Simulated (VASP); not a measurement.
# PbSe (I4mm) in VASP: notebook

Runs on PbSe. Level: PBE. Tasks: single point.

Program: VASP 6.6.1. These are calculated values, not measurements. Logs are shortened: lines on timing, memory, paths and dates and some standing lists are left out, and cuts for length are marked.

## 1. The cell of the first run

The typed cell holds 2 atoms: a = 4.397 Å, b = 4.397 Å, c = 4.397 Å, α = 120.00°, β = 120.00°, γ = 89.99°.

## 2. Single point, PBE

The input, INCAR:

```
SYSTEM = PbSe
  PREC = Accurate
  ENCUT = 520
  EDIFF = 1E-7
  ISMEAR = 0
  SIGMA = 0.02
  LREAL = .FALSE.
  LASPH = .TRUE.
  NELM = 80
  ALGO = Normal
  ISIF = 2
  LWAVE = .FALSE.
  LCHARG = .FALSE.
  GGA = PE
  NBANDS = 17
```

The input, KPOINTS:

```
regular mesh
0
G
  10 10 10
  0 0 0
```

The input, POSCAR:

```
PbSe
1.0
   -2.1982917864      2.1982917864      3.1093077423
    2.1982917864     -2.1982917864      3.1093077423
    2.1982917864      2.1982917864     -3.1093077423
Pb Se
1 1
Direct
    0.4976238810      0.4976238810      0.0000000000
    0.9969816041      0.9969816041      0.0000000000
```

Potentials or basis: VASP PAW PBE potentials, release 64 (Pb_d, Se).

Launch:

```
$ cat potpaw_PBE.64/Pb_d/POTCAR potpaw_PBE.64/Se/POTCAR > POTCAR
$ mpirun -np 1 vasp_std > vasp.out
```

OUTCAR:

```text
SYSTEM = PbSe
   PREC = Accurate
   ENCUT = 520
   EDIFF = 1E-7
   ISMEAR = 0
   LREAL = .FALSE.
   LASPH = .TRUE.
   NELM = 80
   ISIF = 2
   GGA = PE

 ion  position               nearest neighbor table
   1  0.498  0.498  0.000-   2 3.11   2 3.11   2 3.11   2 3.11   2 3.11   2 3.11
   2  0.997  0.997  0.000-   1 3.11   1 3.11   1 3.11   1 3.11   1 3.11   1 3.11

  LATTYP: Found a body centered tetragonal cell.
 ALAT       =     4.3965835728
 C/A-ratio  =     1.4144199426

  Lattice vectors:

 A1 = (  -2.1982917864,   2.1982917864,   3.1093077423)
 A2 = (   2.1982917864,  -2.1982917864,   3.1093077423)
 A3 = (   2.1982917864,   2.1982917864,  -3.1093077423)

Analysis of symmetry for initial positions (statically):
=====================================================================
 Subroutine PRICEL returns:
 Original cell was already a primitive cell.

 Routine SETGRP: Setting up the symmetry group for a
 body centered tetragonal supercell.

 Subroutine GETGRP returns: Found  8 space group operations
 (whereof  8 operations were pure point group operations)
 out of a pool of 16 trial point group operations.

The static configuration has the point symmetry C_4v.

Analysis of symmetry for dynamics (positions and initial velocities):
=====================================================================
 Subroutine PRICEL returns:
 Original cell was already a primitive cell.

 Routine SETGRP: Setting up the symmetry group for a
 body centered tetragonal supercell.

 Subroutine GETGRP returns: Found  8 space group operations
 (whereof  8 operations were pure point group operations)
 out of a pool of 16 trial point group operations.

The dynamic configuration has the point symmetry C_4v.

 Subroutine INISYM returns: Found  8 space group operations
 (whereof  8 operations are pure point group operations),
 and found     1 'primitive' translations

----------------------------------------------------------------------------------------

                                     Primitive cell

  volume of cell :      60.1028

  direct lattice vectors                    reciprocal lattice vectors
    -2.198291786  2.198291786  3.109307742     0.000000000  0.227449333  0.160807498
     2.198291786 -2.198291786  3.109307742     0.227449333  0.000000000  0.160807498
     2.198291786  2.198291786 -3.109307742     0.227449333  0.227449333  0.000000000

  length of vectors
     4.396904387  4.396904387  4.396904387     0.278553856  0.278553856  0.321661931

  position of ions in fractional coordinates (direct lattice)
     0.497623881  0.497623881  0.000000000
     0.996981604  0.996981604  0.000000000

[... 79 lines left out ...]
   NSW    =      0    number of steps for IOM
   IBRION =     -1    ionic relax: 0-MD 1-quasi-New 2-CG
   NFREE  =      0    steps in history (QN), initial steepest desc. (CG)
   ISIF   =      2    stress and relaxation
   ISYM   =      2    0-nonsym 1-usesym 2-fastsym
   POTIM  = 0.5000    time-step for ionic-motion
   TEBEG  =    0.0;   TEEND  =   0.0 temperature during run
   PSTRESS=    0.0 pullay stress
   NELECT =      20.0000    total number of electrons
   NUPDOWN=      -1.0000    fix difference up-down
   EMIN   =  10.00;   EMAX   =-10.00  energy-range for DOS
   EFERMI =   0.00;   METHOD = LEGACY
   ISMEAR =     0;   SIGMA  =   0.02  broadening in eV -4-tet -1-fermi 0-gaus
   EFERMI_NEDOS =   21; number of points for ismear=-14 and -15
   IALGO  =     38    algorithm
   IMIX   =      4    mixing-type and parameters
     AMIX     =   0.40;   BMIX     =  1.00
     AMIX_MAG =   1.60;   BMIX_MAG =  1.00
  volume/ion in A,a.u.               =      30.05       202.80
  Fermi-wavevector in a.u.,A,eV,Ry     =   1.134454  2.143806 17.510491  1.286985
  Thomas-Fermi vector in A             =   2.271157
   LORBIT       =      0    0 simple, 1 ext, 2 COOP (PROOUT), +10 PAW based schemes
   GGA     = PE    functional components
   LHFCALC =     F    Hartree Fock is set to
   AEXX    =    0.0000 exact exchange contribution
   IVDW    =     0    specifies the selected vdW correction
   LEPSILON=     F    determine dielectric tensor
   LRPA    =     F    only Hartree local field effects (RPA)
 non-spin polarized calculation
 Gauss-broadening in eV      SIGMA  =   0.02
  energy-cutoff  :      520.00
  volume of cell :       60.10
 maximum number of plane-waves:      1639
 NGX is ok and might be reduce to    36
   NGX = 17   NGY = 17   NGZ = 17

 number of electron      20.0000001 magnetization

 Free energy of the ion-electron system (eV)
  ---------------------------------------------------
  ext. energy  EPLUGINS =         0.00000000
  ---------------------------------------------------
  free energy    TOTEN  =        -8.19816694 eV

  energy without entropy =       -8.19816694  energy(sigma->0) =       -8.19816694

 E-fermi :   4.6372     XC(G=0):  -9.3145

 val. band max:        4.4662640464   @ k =   0.5000  -0.0000   0.0000
 cond. band min:       4.9044264845   @ k =   0.5000  -0.0000   0.0000
 fundamental gap:      0.4381624381
 Fermi energy:         4.6372266652

 k-point     1 :       0.0000    0.0000    0.0000
  band No.  band energies     occupation
      1     -12.2674      2.00000
      2     -12.2674      2.00000
      3     -12.2674      2.00000
      4     -12.2613      2.00000
      5     -12.2612      2.00000
      6      -8.7065      2.00000
[... 457 lines left out ...]
      4     -12.2444      2.00000
      5     -12.2372      2.00000
      6      -7.4943      2.00000
[... 9 lines left out ...]
     16      14.2966      0.00000
     17      16.3638      0.00000

 [... further k-points ...]

------------------------ aborting loop because EDIFF is reached ----------------------------------------

  FORCE on cell =-STRESS in cart. coord.  units (eV):
  Direction    XX          YY          ZZ          XY          YZ          ZX
  --------------------------------------------------------------------------------------
  -------------------------------------------------------------------------------------
  Total       -0.0049067     -0.0049067     -0.0104493      0.0000000     -0.0000000      0.0000000
  in kB       -0.1308003     -0.1308003     -0.2785502      0.0000000     -0.0000000      0.0000000
  external PRESSURE =      -0.1800503 kB  Pullay stress =       0.0000000 kB

 VOLUME and BASIS-vectors are now :
 -----------------------------------------------------------------------------
  energy-cutoff  :      520.00
  volume of cell :       60.10
      direct lattice vectors                 reciprocal lattice vectors
    -2.198291786  2.198291786  3.109307742     0.000000000  0.227449333  0.160807498
     2.198291786 -2.198291786  3.109307742     0.227449333  0.000000000  0.160807498
     2.198291786  2.198291786 -3.109307742     0.227449333  0.227449333  0.000000000

 POSITION                                       TOTAL-FORCE (eV/Angst)
 -----------------------------------------------------------------------------------
      0.00000      0.00000      3.09453         0.000000      0.000000     -0.000735
      0.00000      0.00000      6.19985        -0.000000     -0.000000      0.000735
 -----------------------------------------------------------------------------------
    total drift:                               -0.000000     -0.000000      0.000129

  FREE ENERGIE OF THE ION-ELECTRON SYSTEM (eV)
  ---------------------------------------------------
  free  energy   TOTEN  =        -8.1981669362 eV

  energy  without entropy=       -8.1981669362  energy(sigma->0) =       -8.19816694
```

OSZICAR:

```text
N       E                     dE             d eps       ncg     rms          rms(c)
DAV:   1     0.148251309753E+03    0.14825E+03   -0.98350E+03  3476   0.122E+03
DAV:   2     0.283064120991E+01   -0.14542E+03   -0.14045E+03  3612   0.301E+02
DAV:   3    -0.825730762277E+01   -0.11088E+02   -0.10977E+02  4546   0.859E+01
DAV:   4    -0.851265268429E+01   -0.25535E+00   -0.25516E+00  4239   0.146E+01
DAV:   5    -0.852050284637E+01   -0.78502E-02   -0.78496E-02  5005   0.262E+00    0.271E+00
DAV:   6    -0.819891407349E+01    0.32159E+00   -0.81217E-01  5211   0.587E+00    0.147E+00
DAV:   7    -0.819490221359E+01    0.40119E-02   -0.12722E-01  4067   0.166E+00    0.837E-01
DAV:   8    -0.819864689224E+01   -0.37447E-02   -0.14582E-02  4206   0.129E+00    0.187E-01
DAV:   9    -0.819806944244E+01    0.57745E-03   -0.31788E-03  5254   0.516E-01    0.598E-02
DAV:  10    -0.819815891692E+01   -0.89474E-04   -0.25333E-04  3954   0.896E-02    0.216E-02
DAV:  11    -0.819816685660E+01   -0.79397E-05   -0.60665E-05  4605   0.787E-02    0.846E-03
DAV:  12    -0.819816690316E+01   -0.46567E-07   -0.31666E-06  4500   0.122E-02    0.214E-03
DAV:  13    -0.819816693622E+01   -0.33061E-07   -0.20627E-07  4398   0.390E-03
   1 F= -.81981669E+01 E0= -.81981669E+01  d E =-.832495E-36
```

Wall time 2.3 min (1 thread of Intel Xeon Platinum 8259CL at 2.50GHz (Skylake/Cascade Lake), shared host); peak memory 0.27 GiB.

What came out:

| Item | Value |
| --- | --- |
| Free energy | -8.1982 eV |
| Pressure | 0.0 GPa |
| Band gap on the k mesh | 0.44 eV |

Caveat: spin-orbit coupling is left out, which moves the levels of the heavy elements. A k mesh can miss the band edges.

## 3. Single point, PBE

The input, INCAR:

```
SYSTEM = PbSe
ALGO     = Normal         ! electronic algorithm
EDIFF    = 1E-6           ! SCF threshold, eV
ENCUT    = 520            ! plane-wave cutoff, eV
GGA      = PE             ! functional
ISIF     = 2              ! what is computed and relaxed
ISMEAR   = 0              ! smearing method
LASPH    = .TRUE.         ! aspherical terms in the spheres
LCHARG   = .FALSE.        ! write CHGCAR
LREAL    = .FALSE.        ! projectors in reciprocal space
LWAVE    = .FALSE.        ! write WAVECAR
NBANDS   = 17             ! bands
NELM     = 80             ! most SCF steps
PREC     = Accurate       ! precision mode
SIGMA    = 0.02           ! smearing width, eV
```

The input, KPOINTS:

```
k-points
0
G
  12 12 12
  0 0 0
```

POSCAR is that of step 2.

Potentials or basis: VASP PAW PBE potentials, release 64 (Pb_d, Se).

Launch:

```
$ cat potpaw_PBE.64/Pb_d/POTCAR potpaw_PBE.64/Se/POTCAR > POTCAR
$ mpirun -np 1 vasp_std > vasp.out
```

OUTCAR:

```text
SYSTEM = PbSe
   EDIFF = 1E-6
   ENCUT = 520
   GGA = PE
   ISIF = 2
   ISMEAR = 0
   LASPH = .TRUE.
   LREAL = .FALSE.
   NELM = 80
   PREC = Accurate

 ion  position               nearest neighbor table
   1  0.498  0.498  0.000-   2 3.11   2 3.11   2 3.11   2 3.11   2 3.11   2 3.11
   2  0.997  0.997  0.000-   1 3.11   1 3.11   1 3.11   1 3.11   1 3.11   1 3.11

  LATTYP: Found a body centered tetragonal cell.
 ALAT       =     4.3965835728
 C/A-ratio  =     1.4144199426

  Lattice vectors:

 A1 = (  -2.1982917864,   2.1982917864,   3.1093077423)
 A2 = (   2.1982917864,  -2.1982917864,   3.1093077423)
 A3 = (   2.1982917864,   2.1982917864,  -3.1093077423)

Analysis of symmetry for initial positions (statically):
=====================================================================
 Subroutine PRICEL returns:
 Original cell was already a primitive cell.

 Routine SETGRP: Setting up the symmetry group for a
 body centered tetragonal supercell.

 Subroutine GETGRP returns: Found  8 space group operations
 (whereof  8 operations were pure point group operations)
 out of a pool of 16 trial point group operations.

The static configuration has the point symmetry C_4v.

Analysis of symmetry for dynamics (positions and initial velocities):
[... 161 lines left out ...]

 val. band max:        4.4662883831   @ k =   0.5000   0.0000   0.0000
 cond. band min:       4.9044324437   @ k =   0.5000   0.0000   0.0000
 fundamental gap:      0.4381440606
 Fermi energy:         4.5474998654

 k-point     1 :       0.0000    0.0000    0.0000
  band No.  band energies     occupation
      1     -12.2674      2.00000
      2     -12.2674      2.00000
      3     -12.2673      2.00000
      4     -12.2612      2.00000
      5     -12.2612      2.00000
      6      -8.7064      2.00000
[... 457 lines left out ...]
      4     -12.2477      2.00000
      5     -12.2389      2.00000
      6      -7.8424      2.00000
[... 9 lines left out ...]
     16      14.7829      0.00000
     17      15.3897      0.00000

 [... further k-points ...]

------------------------ aborting loop because EDIFF is reached ----------------------------------------

  FORCE on cell =-STRESS in cart. coord.  units (eV):
  Direction    XX          YY          ZZ          XY          YZ          ZX
  --------------------------------------------------------------------------------------
  -------------------------------------------------------------------------------------
  Total       -0.0062994     -0.0062994     -0.0118038      0.0000000      0.0000000      0.0000000
  in kB       -0.1679248     -0.1679248     -0.3146581      0.0000000      0.0000000      0.0000000
  external PRESSURE =      -0.2168359 kB  Pullay stress =       0.0000000 kB

 VOLUME and BASIS-vectors are now :
 -----------------------------------------------------------------------------
  energy-cutoff  :      520.00
  volume of cell :       60.10
      direct lattice vectors                 reciprocal lattice vectors
    -2.198291786  2.198291786  3.109307742     0.000000000  0.227449333  0.160807498
     2.198291786 -2.198291786  3.109307742     0.227449333  0.000000000  0.160807498
     2.198291786  2.198291786 -3.109307742     0.227449333  0.227449333  0.000000000

 POSITION                                       TOTAL-FORCE (eV/Angst)
 -----------------------------------------------------------------------------------
      0.00000      0.00000      3.09453        -0.000000     -0.000000     -0.000792
      0.00000      0.00000      6.19985         0.000000      0.000000      0.000792
 -----------------------------------------------------------------------------------
    total drift:                               -0.000000     -0.000000      0.000136

  FREE ENERGIE OF THE ION-ELECTRON SYSTEM (eV)
  ---------------------------------------------------
  free  energy   TOTEN  =        -8.1980288389 eV

  energy  without entropy=       -8.1980288389  energy(sigma->0) =       -8.19802884
```

stdout:

```text
POSCAR found type information on POSCAR PbSe
 POSCAR found :  2 types and       2 ions
 scaLAPACK will be used
 LDA part: xc-table for (Slater+PW92), standard interpolation
 POSCAR, INCAR and KPOINTS ok, starting setup
 FFT: planning ... GRIDC
 FFT: planning ... GRID_SOFT
 FFT: planning ... GRID
 WAVECAR not read
 entering main loop
```

Run time: 2.8 min. Hardware: 1 thread of Intel Xeon Platinum 8259CL at 2.50GHz (Skylake/Cascade Lake), shared host; peak memory 0.33 GiB.

Results:

```
Free energy            : -8.1980 eV
Pressure               : 0.0 GPa
Band gap on the k mesh : 0.44 eV
```

Caveat: spin-orbit coupling is left out, which moves the levels of the heavy elements. A k mesh can miss the band edges.
